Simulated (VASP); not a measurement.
# Y2B4HRh6 (a cell with a defect) in VASP: single point with PBEsol

Aim: the single point of Y2B4HRh6 (a cell with a defect) with PBEsol.

Program: VASP 6.6.1. These are calculated values, not measurements. Logs are shortened: lines on timing, memory, paths and dates and some standing lists are left out, and cuts for length are marked.

## (1) The cell of the first run

The cell holds a defect, 13 atoms: a = 5.374 Å, b = 5.374 Å, c = 6.296 Å, α = 90.00°, β = 90.00°, γ = 120.00°.

## (2) Single point, PBEsol

Input file INCAR:

```
PREC = Accurate ; ENCUT = 520
EDIFF = 1E-6 ; ISMEAR = 0
SIGMA = 0.1 ; LREAL = F
LASPH = T ; NELM = 100
ALGO = Normal ; ISIF = 2
LWAVE = F ; LCHARG = F
GGA = PS ; NBANDS = 74
```

Input file KPOINTS:

```
regular mesh
0
Gamma
  4 4 3
```

Input file POSCAR:

```
Y2B4HRh6
1.0
    5.3736450000      0.0000000000      0.0000000000
   -2.6868220000      4.6537130000      0.0000000000
    0.0000000000      0.0000000000      6.2963550000
Y B Rh H
2 4 6 1
Direct
    0.0078916732     -0.0081214720      0.2668416886
    0.0078240752     -0.0080527097      0.7516118453
    0.6570357237      0.3427445998      0.2617736770
    0.3306318524      0.6691605176      0.2619672811
    0.6570549679      0.3427387980      0.7566496806
    0.3306071194      0.6691691129      0.7564554413
   -0.0008774187      0.5071821146      0.0092113612
    0.4957911202      0.5039829487      0.0092015142
    0.4925892562      0.0006508781      0.0092072318
   -0.0017760482      0.4982842732      0.5092120759
    0.4986801747      0.5010917089      0.5092168405
    0.5014880681      0.0015497303      0.5092179523
    0.8574574129      1.1423115263      0.0093133249
```

Potentials or basis: VASP PAW PBE potentials, release 64 (Y_sv, B, Rh_pv, H).

Run with:

```console
cat potpaw_PBE.64/Y_sv/POTCAR potpaw_PBE.64/B/POTCAR potpaw_PBE.64/Rh_pv/POTCAR potpaw_PBE.64/H/POTCAR > POTCAR
mpirun -np 1 vasp_std > vasp.out
```

OUTCAR:

```text
PREC = Accurate
   ENCUT = 520
   EDIFF = 1E-6
   ISMEAR = 0
   LREAL = F
   LASPH = T
   NELM = 100
   ISIF = 2
   GGA = PS

 ion  position               nearest neighbor table
   1  0.008  0.992  0.267-  13 2.14   4 3.00   3 3.02   3 3.02  10 3.04  12 3.04   7 3.05   9 3.05
                             2 3.05  11 3.09  11 3.09   8 3.14   8 3.14  10 3.14  12 3.14   4 3.15
   2  0.008  0.992  0.752-  13 2.14   6 3.00   5 3.02   5 3.02  12 3.04  10 3.04   9 3.05   7 3.05
                             1 3.05  11 3.09  11 3.09   8 3.14   8 3.14  12 3.14  10 3.14   6 3.15
   3  0.657  0.343  0.262-  11 2.14   8 2.19  10 2.23  12 2.23   7 2.25   9 2.25   1 3.02   1 3.02

   4  0.331  0.669  0.262-  12 2.19  10 2.19  11 2.21   8 2.21   9 2.22   7 2.22   1 3.00   1 3.15
                             1 3.15
   5  0.657  0.343  0.757-  11 2.14   8 2.19  10 2.23  12 2.23   7 2.25   9 2.25   2 3.02   2 3.02

   6  0.331  0.669  0.756-  12 2.19  10 2.19  11 2.21   8 2.21   9 2.22   7 2.22   2 3.00   2 3.15
                             2 3.15
   7  0.999  0.507  0.009-  13 1.71   6 2.22   4 2.22   5 2.25   3 2.25   9 2.65   8 2.68   8 2.70
                             9 2.72   1 3.05   2 3.05  10 3.15  10 3.15   2 3.23   1 3.23
   8  0.496  0.504  0.009-   5 2.19   3 2.19   4 2.21   6 2.21   7 2.68   9 2.68   9 2.70   7 2.70
                             2 3.14   2 3.14   1 3.14   1 3.14  11 3.15  11 3.15
   9  0.493  0.001  0.009-  13 1.71   6 2.22   4 2.22   5 2.25   3 2.25   7 2.65   8 2.68   8 2.70
                             7 2.72   1 3.05   2 3.05  12 3.15  12 3.15   2 3.23   1 3.23
  10  0.998  0.498  0.509-   6 2.19   4 2.19   5 2.23   3 2.23  12 2.67  11 2.68  11 2.69  12 2.70
                             1 3.04   2 3.04   2 3.14   1 3.14   7 3.15   7 3.15
  11  0.499  0.501  0.509-   3 2.14   5 2.14   4 2.21   6 2.21  10 2.68  12 2.68  12 2.69  10 2.69
                             1 3.09   1 3.09   2 3.09   2 3.09   8 3.15   8 3.15
  12  0.501  0.002  0.509-   6 2.19   4 2.19   5 2.23   3 2.23  10 2.67  11 2.68  11 2.69  10 2.70
                             1 3.04   2 3.04   2 3.14   1 3.14   9 3.15   9 3.15
  13  0.857  0.142  0.009-   9 1.71   7 1.71   1 2.14   2 2.14

  LATTYP: Found a hexagonal cell.
 ALAT       =     5.3736450000
 C/A-ratio  =     1.1717102637

  Lattice vectors:

 A1 = (   5.3736450000,   0.0000000000,   0.0000000000)
 A2 = (  -2.6868220000,   4.6537130000,   0.0000000000)
 A3 = (   0.0000000000,   0.0000000000,   6.2963550000)

Analysis of symmetry for initial positions (statically):
=====================================================================
 Subroutine PRICEL returns:
 Original cell was already a primitive cell.

[... 159 lines left out ...]
   EFERMI_NEDOS =   21; number of points for ismear=-14 and -15
   IALGO  =     38    algorithm
   IMIX   =      4    mixing-type and parameters
     AMIX     =   0.40;   BMIX     =  1.00
     AMIX_MAG =   1.60;   BMIX_MAG =  1.00
  volume/ion in A,a.u.               =      12.11        81.74
  Fermi-wavevector in a.u.,A,eV,Ry     =   1.515859  2.864559 31.263870  2.297830
  Thomas-Fermi vector in A             =   2.625327
   LORBIT       =      0    0 simple, 1 ext, 2 COOP (PROOUT), +10 PAW based schemes
   GGA     = PS    functional components
   LHFCALC =     F    Hartree Fock is set to
   AEXX    =    0.0000 exact exchange contribution
   IVDW    =     0    specifies the selected vdW correction
   LEPSILON=     F    determine dielectric tensor
   LRPA    =     F    only Hartree local field effects (RPA)
 non-spin polarized calculation
 Gauss-broadening in eV      SIGMA  =   0.10
  energy-cutoff  :      520.00
  volume of cell :      157.46
 maximum number of plane-waves:      4259
   NGX = 19   NGY = 19   NGZ = 23

 number of electron     124.9999995 magnetization

 Free energy of the ion-electron system (eV)
  ---------------------------------------------------
  ext. energy  EPLUGINS =         0.00000000
  ---------------------------------------------------
  free energy    TOTEN  =      -102.72812885 eV

  energy without entropy =     -102.71226396  energy(sigma->0) =     -102.72019641

 E-fermi :   9.0068     XC(G=0): -12.9256

 val. band max:        8.9734728904   @ k =   0.5000  -0.0000   0.0000
 cond. band min:       9.0168791911   @ k =   0.2500   0.2500   0.0000
 fundamental gap:      0.0434063007
 Fermi energy:         9.0068050491

 k-point     1 :       0.0000    0.0000    0.0000
  band No.  band energies     occupation
      1     -38.2431      2.00000
      2     -38.0624      2.00000
      3     -37.8886      2.00000
      4     -37.8141      2.00000
      5     -37.7453      2.00000
      6     -37.6870      2.00000
[... 1837 lines left out ...]
     73      12.8168      0.00000
     74      13.2031      0.00000

 [... further k-points ...]

------------------------ aborting loop because EDIFF is reached ----------------------------------------

  FORCE on cell =-STRESS in cart. coord.  units (eV):
  Direction    XX          YY          ZZ          XY          YZ          ZX
  --------------------------------------------------------------------------------------
  -------------------------------------------------------------------------------------
  Total        0.3099636     -1.0813222     -0.2190890     -1.2049973     -0.0007528      0.0013550
  in kB        3.1540130    -11.0029197     -2.2293249    -12.2613667     -0.0076605      0.0137875
  external PRESSURE =      -3.3594105 kB  Pullay stress =       0.0000000 kB

 VOLUME and BASIS-vectors are now :
 -----------------------------------------------------------------------------
  energy-cutoff  :      520.00
  volume of cell :      157.46
      direct lattice vectors                 reciprocal lattice vectors
     5.373645000  0.000000000  0.000000000     0.186093424  0.107441071  0.000000000
    -2.686822000  4.653713000  0.000000000     0.000000000  0.214882181  0.000000000
     0.000000000  0.000000000  6.296355000     0.000000000  0.000000000  0.158822049

 POSITION                                       TOTAL-FORCE (eV/Angst)
 -----------------------------------------------------------------------------------
     -2.62259      4.61592      1.68013         0.002038     -0.001115     -0.003542
     -2.62314      4.61624      4.73242         0.002968     -0.001669      0.003746
      2.60978      1.59503      1.64822         0.007253     -0.004231     -0.010094
     -0.02122      3.11408      1.64944        -0.001892      0.001050      0.000105
      2.60990      1.59501      4.76413         0.007186     -0.004214      0.010415
     -0.02137      3.11412      4.76291        -0.001784      0.001057      0.000140
      4.00622      2.36028      0.05800         0.002489      0.004257      0.000044
      1.31009      2.34539      0.05794        -0.009040      0.005186      0.000058
      2.64525      0.00303      0.05797        -0.002519     -0.004289      0.000055
      4.02530      2.31887      3.20618        -0.004062     -0.001166     -0.000044
      1.33339      2.33194      3.20621        -0.012697      0.007355      0.000164
      2.69066      0.00721      3.20622        -0.000995      0.004102     -0.000104
      4.22531      0.66228      0.05864         0.011055     -0.006325     -0.000942
 -----------------------------------------------------------------------------------
    total drift:                                0.000086     -0.000087     -0.000797

  FREE ENERGIE OF THE ION-ELECTRON SYSTEM (eV)
  ---------------------------------------------------
  free  energy   TOTEN  =      -102.7281288537 eV

  energy  without entropy=     -102.7122639573  energy(sigma->0) =     -102.72019641
```

OSZICAR:

```text
N       E                     dE             d eps       ncg     rms          rms(c)
DAV:   1     0.140608199853E+04    0.14061E+04   -0.72328E+04  3904   0.182E+03
DAV:   2    -0.305123205410E+02   -0.14366E+04   -0.13951E+04  4032   0.554E+02
DAV:   3    -0.107857015583E+03   -0.77345E+02   -0.74913E+02  5180   0.118E+02
DAV:   4    -0.111050616742E+03   -0.31936E+01   -0.31762E+01  5328   0.184E+01
DAV:   5    -0.111113708056E+03   -0.63091E-01   -0.63062E-01  5160   0.256E+00    0.622E+01
DAV:   6    -0.104814737186E+03    0.62990E+01   -0.58112E+01  4456   0.338E+01    0.246E+01
DAV:   7    -0.103694889456E+03    0.11198E+01   -0.22851E+01  4758   0.224E+01    0.284E+01
DAV:   8    -0.102907229223E+03    0.78766E+00   -0.49511E+00  4720   0.123E+01    0.125E+01
DAV:   9    -0.103033948370E+03   -0.12672E+00   -0.34344E+00  4438   0.122E+01    0.439E+00
DAV:  10    -0.102726549272E+03    0.30740E+00   -0.11445E+00  4590   0.800E+00    0.124E+00
DAV:  11    -0.102730089359E+03   -0.35401E-02   -0.87420E-02  4368   0.135E+00    0.664E-01
DAV:  12    -0.102728564793E+03    0.15246E-02   -0.96786E-03  4456   0.834E-01    0.324E-01
DAV:  13    -0.102728168876E+03    0.39592E-03   -0.22749E-03  4710   0.339E-01    0.114E-01
DAV:  14    -0.102728129863E+03    0.39012E-04   -0.31387E-04  4614   0.103E-01    0.258E-02
DAV:  15    -0.102728131117E+03   -0.12539E-05   -0.42391E-05  5200   0.446E-02    0.184E-02
DAV:  16    -0.102728129054E+03    0.20630E-05   -0.10328E-05  4462   0.263E-02    0.989E-03
DAV:  17    -0.102728128854E+03    0.20072E-06   -0.16383E-06  2576   0.796E-03
   1 F= -.10272813E+03 E0= -.10272020E+03  d E =-.158649E-01
```

Wall time 4.6 min (1 thread of Intel Xeon Platinum 8559C (Emerald Rapids), shared host); peak memory 0.41 GiB.

What came out:

```
Free energy            : -102.7281 eV
Pressure               : -0.3 GPa
Largest force          : 0.015 eV/Å
Band gap on the k mesh : zero (an odd number of electrons rules out a gap without spin polarisation)
```

Forces in eV/Å, atoms in the order of the input:
```
Y    0.002 -0.001 -0.004
Y    0.003 -0.002  0.004
B    0.007 -0.004 -0.010
B   -0.002  0.001  0.000
B    0.007 -0.004  0.010
B   -0.002  0.001  0.000
Rh   0.002  0.004  0.000
Rh  -0.009  0.005  0.000
Rh  -0.003 -0.004  0.000
Rh  -0.004 -0.001  0.000
Rh  -0.013  0.007  0.000
Rh  -0.001  0.004  0.000
H    0.011 -0.006 -0.001
```

Caveat: the PAW data sets were made with another functional, which shifts forces and pressure a little.

The gap in the log of VASP goes by the Fermi energy; the results here count the filled bands.